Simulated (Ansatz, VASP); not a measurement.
# ScSbTe4: VASP beside Ansatz

```
Sc Sb Te
1.0
     6.12434    0.00000    0.00000
    -3.06217    5.30384    0.00000
     0.00000    0.00000    5.51230
Sc Sb Te
1 1 4
Direct
  0.66667 0.33333 0.00000
  0.00000 0.00000 0.00000
  0.33333 0.66667 0.00000
  0.50204 0.49796 0.50000
  0.50204 0.00409 0.50000
  0.99591 0.49796 0.50000
```

Change from the starting cell: species swapped into the LaAlCu4 type (P-6m2, No. 187).

Alike in both runs: functional PBE; k mesh 6 × 6 × 8; occupations gaussian, width 0.1 eV; no spin polarisation.

Ansatz relaxed the structure, and its values are those at the end. VASP's run is a single point on that final structure, the one shown.

|  | VASP | Ansatz |
| --- | --- | --- |
| version | VASP 6.6.1 | Ansatz 0.2.0 |
| potentials or method | VASP PAW PBE potentials, release 64 (Sc_sv, Sb, Te), cutoff 520 eV | scalar-relativistic, plane waves, PAW |
| valence electrons in the cell | 40 | 90 |

```csv
,VASP,Ansatz,Ansatz less VASP
gap on the k mesh at the Fermi level (eV),none,none,-
pressure (GPa),-0.1,0.0,+0.02
rms of the force components (eV/Å),0.007,0.003,-0.0044
```

A gap of «none» marks a metal or a gap that the smearing closes. With one functional, cell and mesh, what is left measures potentials, basis and numerics. VASP's potentials hold 40 valence electrons a cell and Ansatz's 90, so a difference there can come from the potentials and not from the codes.

Spin-orbit coupling is off throughout.
